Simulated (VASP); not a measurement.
# N (P4_2/mnm) in VASP: further runs

Runs on N. Level: PBE+D3(BJ). Tasks: single point, relaxation of shape and atoms at fixed volume.

Everything below comes from runs of VASP 6.6.1. Logs are shortened: lines on timing, memory, paths and dates and some standing lists are left out, and cuts for length are marked.

## Step 1: The cell of the first run

It takes space group P4_2/mnm (No. 136, tetragonal). Conventional cell: a = 4.181 Å, b = 4.181 Å, c = 5.414 Å, α = 90.00°, β = 90.00°, γ = 90.00°. Within 1.5 Å of N (site symmetry m2m) lie 1 N at 1.10 Å.

## Step 2: Single point, PBE+D3(BJ) (23.66 Å³/atom)

The input, INCAR:

```
PREC     = Accurate       # precision mode
ENCUT    = 520            # plane-wave cutoff, eV
EDIFF    = 1E-6           # SCF threshold, eV
ISMEAR   = 0              # smearing method
SIGMA    = 0.02           # smearing width, eV
LREAL    = F              # projectors in reciprocal space
LASPH    = T              # aspherical terms in the spheres
NELM     = 100            # most SCF steps
ALGO     = Normal         # electronic algorithm
ISIF     = 2              # what is computed and relaxed
LWAVE    = F              # write WAVECAR
LCHARG   = T              # write CHGCAR
GGA      = PE             # functional
IVDW     = 12             # dispersion correction
LELF     = T              # ELF
LVHAR    = T            
NBANDS   = 18             # bands
```

The input, KPOINTS:

```
Automatic mesh
0
Gamma
  6 6 4
```

The input, POSCAR:

```
N
1.0
    4.1805880772      0.0000000000      0.0000000000
    0.0000000000      4.1805880772      0.0000000000
    0.0000000000      0.0000000000      5.4138979158
N
4
Direct
    0.9068213187      0.9068213187      0.0000000000
    0.5931786813      0.4068213187      0.5000000000
    0.0931786813      0.0931786813      0.0000000000
    0.4068213187      0.5931786813      0.5000000000
```

Potentials or basis: VASP PAW PBE potentials, release 64 (N).

Run with:

```bash
> cat potpaw_PBE.64/N/POTCAR > POTCAR
> mpirun -np 1 vasp_std > vasp.out
```

OUTCAR:

```text
PREC = Accurate
   ENCUT = 520
   EDIFF = 1E-6
   ISMEAR = 0
   LREAL = F
   LASPH = T
   NELM = 100
   ISIF = 2
   GGA = PE
   IVDW = 12
 IVDW          = 12

 ion  position               nearest neighbor table
   1  0.907  0.907  0.000-   3 1.10
   2  0.593  0.407  0.500-   4 1.10
   3  0.093  0.093  0.000-   1 1.10
   4  0.407  0.593  0.500-   2 1.10

  LATTYP: Found a simple tetragonal cell.
 ALAT       =     4.1805880772
 C/A-ratio  =     1.2950086963

  Lattice vectors:

 A1 = (   4.1805880772,   0.0000000000,   0.0000000000)
 A2 = (   0.0000000000,   4.1805880772,   0.0000000000)
 A3 = (   0.0000000000,   0.0000000000,   5.4138979158)

Analysis of symmetry for initial positions (statically):
=====================================================================
 Subroutine PRICEL returns:
 Original cell was already a primitive cell.

 Routine SETGRP: Setting up the symmetry group for a
 simple tetragonal supercell.

 Subroutine GETGRP returns: Found 16 space group operations
 (whereof  8 operations were pure point group operations)
 out of a pool of 16 trial point group operations.

The static configuration has the point symmetry D_2h.
 The point group associated with its full space group is D_4h.

Analysis of symmetry for dynamics (positions and initial velocities):
=====================================================================
 Subroutine PRICEL returns:
 Original cell was already a primitive cell.

 Routine SETGRP: Setting up the symmetry group for a
 simple tetragonal supercell.

 Subroutine GETGRP returns: Found 16 space group operations
 (whereof  8 operations were pure point group operations)
 out of a pool of 16 trial point group operations.

The dynamic configuration has the point symmetry D_2h.
 The point group associated with its full space group is D_4h.

 Subroutine INISYM returns: Found 16 space group operations
 (whereof  8 operations are pure point group operations),
 and found     1 'primitive' translations

----------------------------------------------------------------------------------------

                                     Primitive cell

  volume of cell :      94.6204

  direct lattice vectors                    reciprocal lattice vectors
     4.180588077  0.000000000  0.000000000     0.239200797  0.000000000  0.000000000
     0.000000000  4.180588077  0.000000000     0.000000000  0.239200797  0.000000000
     0.000000000  0.000000000  5.413897916     0.000000000  0.000000000  0.184709800

  length of vectors
     4.180588077  4.180588077  5.413897916     0.239200797  0.239200797  0.184709800

  position of ions in fractional coordinates (direct lattice)
     0.906821319  0.906821319  0.000000000
     0.593178681  0.406821319  0.500000000
     0.093178681  0.093178681  0.000000000
     0.406821319  0.593178681  0.500000000

  ion indices of the primitive-cell ions
   primitive index   ion index
                 1           1
                 2           2
                 3           3
                 4           4

----------------------------------------------------------------------------------------

 KPOINTS: Automatic mesh

Automatic generation of k-mesh.
 Grid dimensions read from file:
 generate k-points for:    6    6    4

 Generating k-lattice:

  Cartesian coordinates                     Fractional coordinates (reciprocal lattice)
     0.039866800  0.000000000  0.000000000     0.166666667  0.000000000  0.000000000
     0.000000000  0.039866800  0.000000000     0.000000000  0.166666667  0.000000000
     0.000000000  0.000000000  0.046177450     0.000000000  0.000000000  0.250000000

  Length of vectors
     0.039866800  0.039866800  0.046177450

  Shift w.r.t. Gamma in fractional coordinates (k-lattice)
     0.000000000  0.000000000  0.000000000

 Subroutine IBZKPT returns following result:
 ===========================================

 Found     30 irreducible k-points:

 Following reciprocal coordinates:
            Coordinates               Weight
  0.000000  0.000000  0.000000      1.000000
  0.166667  0.000000  0.000000      4.000000
  0.333333  0.000000  0.000000      4.000000
  0.500000  0.000000  0.000000      2.000000
  0.166667  0.166667  0.000000      4.000000
  0.333333  0.166667  0.000000      8.000000
[... 16 lines left out ...]
  0.333333  0.000000  0.500000      4.000000
  0.500000  0.000000  0.500000      2.000000
 [... further k-points ...]
   k-points           NKPTS =     30   k-points in BZ     NKDIM =     30   number of bands    NBANDS=     18
   number of dos      NEDOS =    301   number of ions     NIONS =      4
   total plane-waves  NPLWV =  40960
   dimension x,y,z NGX =    32 NGY =   32 NGZ =   40
   dimension x,y,z NGXF=    64 NGYF=   64 NGZF=   80
   ions per type =               4
   NGX,Y,Z   is equivalent  to a cutoff of  12.73, 12.73, 12.28 a.u.
   NGXF,Y,Z  is equivalent  to a cutoff of  25.45, 25.45, 24.57 a.u.
 SYSTEM =  unknown system
   PREC   = accura    normal or accurate (medium, high low for compatibility)
   ISTART =      0    job   : 0-new  1-cont  2-samecut
   ICHARG =      2    charge: 1-file 2-atom 10-const
   ISPIN  =      1    spin polarized calculation?
   LNONCOLLINEAR =      F non collinear calculations
   LSORBIT =      F    spin-orbit coupling
   LASPH  =      T    aspherical Exc in radial PAW
   ENCUT  =  520.0 eV  38.22 Ry    6.18 a.u.   7.77  7.77 10.07*2*pi/ulx,y,z
   NELM   =    100;   NELMIN=  2; NELMDL= -5     # of ELM steps
   EDIFF  = 0.1E-05   stopping-criterion for ELM
   LREAL  =      F    real-space projection
   EDIFFG = 0.1E-04   stopping-criterion for IOM
   NSW    =      0    number of steps for IOM
   IBRION =     -1    ionic relax: 0-MD 1-quasi-New 2-CG
   NFREE  =      0    steps in history (QN), initial steepest desc. (CG)
   ISIF   =      2    stress and relaxation
   ISYM   =      2    0-nonsym 1-usesym 2-fastsym
   POTIM  = 0.5000    time-step for ionic-motion
   TEBEG  =    0.0;   TEEND  =   0.0 temperature during run
   PSTRESS=    0.0 pullay stress
   NELECT =      20.0000    total number of electrons
   NUPDOWN=      -1.0000    fix difference up-down
   EMIN   =  10.00;   EMAX   =-10.00  energy-range for DOS
   EFERMI =   0.00;   METHOD = LEGACY
   ISMEAR =     0;   SIGMA  =   0.02  broadening in eV -4-tet -1-fermi 0-gaus
   EFERMI_NEDOS =   21; number of points for ismear=-14 and -15
   IALGO  =     38    algorithm
   IMIX   =      4    mixing-type and parameters
     AMIX     =   0.40;   BMIX     =  1.00
     AMIX_MAG =   1.60;   BMIX_MAG =  1.00
  volume/ion in A,a.u.               =      23.66       159.63
  Fermi-wavevector in a.u.,A,eV,Ry     =   0.975191  1.842845 12.939119  0.950998
  Thomas-Fermi vector in A             =   2.105711
   LORBIT       =      0    0 simple, 1 ext, 2 COOP (PROOUT), +10 PAW based schemes
   GGA     = PE    functional components
   LHFCALC =     F    Hartree Fock is set to
   AEXX    =    0.0000 exact exchange contribution
   IVDW    =    12    specifies the selected vdW correction
   LEPSILON=     F    determine dielectric tensor
   LRPA    =     F    only Hartree local field effects (RPA)
 non-spin polarized calculation
 Gauss-broadening in eV      SIGMA  =   0.02
  energy-cutoff  :      520.00
  volume of cell :       94.62
 maximum number of plane-waves:      2570
 NGX is ok and might be reduce to    32
   NGX = 15   NGY = 15   NGZ = 21

 number of electron      19.9999995 magnetization

 Free energy of the ion-electron system (eV)
  ---------------------------------------------------
  ext. energy  EPLUGINS =         0.00000000
  ---------------------------------------------------
  free energy    TOTEN  =       -33.31853223 eV

  energy without entropy =      -33.31853223  energy(sigma->0) =      -33.31853223

 E-fermi :  -6.5241     XC(G=0):  -6.2670

 val. band max:       -6.6675554294   @ k =   0.5000   0.5000   0.5000
 cond. band min:       0.3831260453   @ k =   0.0000   0.0000   0.0000
 fundamental gap:      7.0506814747
 Fermi energy:        -6.5240765530

 k-point     1 :       0.0000    0.0000    0.0000
  band No.  band energies     occupation
      1     -25.0712      2.00000
      2     -25.0211      2.00000
      3     -10.0186      2.00000
      4     -10.0186      2.00000
      5      -8.6179      2.00000
      6      -8.1383      2.00000
[... 10 lines left out ...]
     17       7.1813      0.00000
     18      10.7920      0.00000

 k-point     2 :       0.1667    0.0000    0.0000
  band No.  band energies     occupation
      1     -25.0657      2.00000
      2     -25.0222      2.00000
      3     -10.0692      2.00000
      4     -10.0665      2.00000
      5      -8.5735      2.00000
      6      -8.2367      2.00000
[... 10 lines left out ...]
     17       7.3527      0.00000
     18       9.6694      0.00000

 k-point     3 :       0.3333    0.0000    0.0000
  band No.  band energies     occupation
      1     -25.0521      2.00000
      2     -25.0271      2.00000
      3     -10.1681      2.00000
      4     -10.1644      2.00000
      5      -8.4561      2.00000
      6      -8.3218      2.00000
[... 10 lines left out ...]
     17       7.8599      0.00000
     18       8.9510      0.00000

 k-point     4 :       0.5000    0.0000    0.0000
  band No.  band energies     occupation
      1     -25.0373      2.00000
      2     -25.0373      2.00000
      3     -10.2148      2.00000
      4     -10.2148      2.00000
      5      -8.3123      2.00000
      6      -8.3123      2.00000
[... 375 lines left out ...]
      4     -10.0674      2.00000
      5      -8.4522      2.00000
      6      -8.4522      2.00000
[... 10 lines left out ...]
     17       9.1941      0.00000
     18       9.1941      0.00000

 k-point    23 :       0.3333    0.0000    0.5000
  band No.  band energies     occupation
      1     -25.0392      2.00000
      2     -25.0392      2.00000
      3     -10.1772      2.00000
      4     -10.1772      2.00000
      5      -8.4410      2.00000
      6      -8.4410      2.00000
[... 10 lines left out ...]
     17       8.1851      0.00000
     18       8.1851      0.00000

 k-point    24 :       0.5000    0.0000    0.5000
  band No.  band energies     occupation
      1     -25.0370      2.00000
      2     -25.0370      2.00000
      3     -10.2306      2.00000
      4     -10.2306      2.00000
      5      -8.4363      2.00000
      6      -8.4363      2.00000
[... 10 lines left out ...]
     17       7.6564      0.00000
     18       7.6564      0.00000

 [... further k-points ...]

------------------------ aborting loop because EDIFF is reached ----------------------------------------

 Edisp (eV)   -0.20354

 E8    (eV) :    -0.0478

  FORCE on cell =-STRESS in cart. coord.  units (eV):
  Direction    XX          YY          ZZ          XY          YZ          ZX
  --------------------------------------------------------------------------------------
  -------------------------------------------------------------------------------------
  Total       1.69787     1.69787    -0.19169     0.00000     0.00000     0.00000
  in kB      28.74942    28.74942    -3.24580     0.00000     0.00000     0.00000
  external pressure =       18.08 kB  Pullay stress =        0.00 kB

 VOLUME and BASIS-vectors are now :
 -----------------------------------------------------------------------------
  energy-cutoff  :      520.00
  volume of cell :       94.62
      direct lattice vectors                 reciprocal lattice vectors
     4.180588077  0.000000000  0.000000000     0.239200797  0.000000000  0.000000000
     0.000000000  4.180588077  0.000000000     0.000000000  0.239200797  0.000000000
     0.000000000  0.000000000  5.413897916     0.000000000  0.000000000  0.184709800

 POSITION                                       TOTAL-FORCE (eV/Angst)
 -----------------------------------------------------------------------------------
      3.79105      3.79105      0.00000        -1.231677     -1.231677     -0.000000
      2.47984      1.70075      2.70695         1.231677     -1.231677     -0.000000
      0.38954      0.38954      0.00000         1.231677      1.231677      0.000000
      1.70075      2.47984      2.70695        -1.231677      1.231677      0.000000
 -----------------------------------------------------------------------------------
    total drift:                                0.000000      0.000000     -0.000000

  FREE ENERGIE OF THE ION-ELECTRON SYSTEM (eV)
  ---------------------------------------------------
  free  energy   TOTEN  =       -33.5220683375 eV

  energy  without entropy=      -33.5220683375  energy(sigma->0) =      -33.52206834
```

Wall time 61 s (1 thread of Intel Xeon 8259CL, shared host); peak memory 0.21 GiB.

Results:

```yaml
Free_energy: -33.5221 eV
Pressure: 1.8 GPa
Largest_force: 1.742 eV/Å
Band_gap_on_the_k_mesh: 7.05 eV (least direct gap 7.20 eV)
Dispersion_energy_per_atom: -0.051 eV
```

Forces in eV/Å, atoms in the order of the input:
```
N   -1.232 -1.232  0.000
N    1.232 -1.232  0.000
N    1.232  1.232  0.000
N   -1.232  1.232  0.000
```

Caveat: the standard files for N, O and F lose accuracy on very short bonds; forces of over 1 eV/Å act on the atoms, so gaps and moduli don't describe the material at rest. A k mesh can miss the band edges.

## Step 3: Single point, PBE+D3(BJ) (24.55 Å³/atom)

This run uses another cell than the first one, of 24.55 Å³/atom.

The input, INCAR:

```
SYSTEM = N
ALGO     = Normal         ! electronic algorithm
EDIFF    = 1E-7           ! SCF threshold, eV
ENCUT    = 520            ! plane-wave cutoff, eV
GGA      = PE             ! functional
ISIF     = 2              ! what is computed and relaxed
ISMEAR   = 0              ! smearing method
IVDW     = 12             ! dispersion correction
LASPH    = .TRUE.         ! aspherical terms in the spheres
LCHARG   = .FALSE.        ! write CHGCAR
LREAL    = .FALSE.        ! projectors in reciprocal space
LWAVE    = .FALSE.        ! write WAVECAR
NBANDS   = 18             ! bands
NELM     = 80             ! most SCF steps
PREC     = Accurate       ! precision mode
SIGMA    = 0.02           ! smearing width, eV
```

The input, KPOINTS:

```
k-points
0
G
  6 6 4
  0 0 0
```

The input, POSCAR:

```
N
1.0
    4.2350147620      0.0000000000      0.0000000000
    0.0000000000      4.2350147620      0.0000000000
    0.0000000000      0.0000000000      5.4747183386
N
4
Direct
    0.9080120023      0.9080120023      0.0000000000
    0.5919879977      0.4080120023      0.5000000000
    0.0919879977      0.0919879977      0.0000000000
    0.4080120023      0.5919879977      0.5000000000
```

Potentials or basis: VASP PAW PBE potentials, release 64 (N).

Run with:

```bash
> cat potpaw_PBE.64/N/POTCAR > POTCAR
> mpirun -np 1 vasp_std > vasp.out
```

It took 62 s on 1 thread of Intel Xeon 8259CL, shared host; peak memory 0.21 GiB.

Results (log left out):

```yaml
Free_energy: -33.5186 eV
Pressure: 1.7 GPa
Largest_force: 1.738 eV/Å
Band_gap_on_the_k_mesh: 7.12 eV (least direct gap 7.25 eV)
Dispersion_energy_per_atom: -0.048 eV
```

Forces in eV/Å, atoms in the order of the input:
```
N   -1.229 -1.229  0.000
N    1.229 -1.229  0.000
N    1.229  1.229  0.000
N   -1.229  1.229  0.000
```

Stress tensor (GPa, compression positive):
```
 2.70  0.00  0.00
 0.00  2.70  0.00
 0.00  0.00 -0.38
```

Levels at points of the mesh, in eV from the valence-band top:
```tsv
k point	band 7	band 8	band 9	band 10	band 11	band 12	band 13	band 14
(0.00, 0.00, 0.00)	-1.47	-1.38	-0.81	-0.13	7.12	7.90	8.20	8.20
(0.50, 0.00, 0.00)	-1.62	-1.62	-0.19	-0.19	8.00	8.00	8.02	8.02
(0.50, 0.50, 0.00)	-1.58	-1.58	-0.02	-0.02	7.83	7.83	8.65	8.65
(0.00, 0.00, 0.50)	-1.48	-1.48	-0.36	-0.36	7.49	7.49	8.18	8.18
(0.50, 0.00, 0.50)	-1.46	-1.46	-0.22	-0.22	7.69	7.69	8.28	8.28
(0.50, 0.50, 0.50)	-1.61	-1.61	0.00	0.00	7.83	7.83	8.65	8.65
```

Caveat: the standard files for N, O and F lose accuracy on very short bonds; forces of over 1 eV/Å act on the atoms, so gaps and moduli don't describe the material at rest. A k mesh can miss the band edges.

(Part 1 of 2 ends here.)
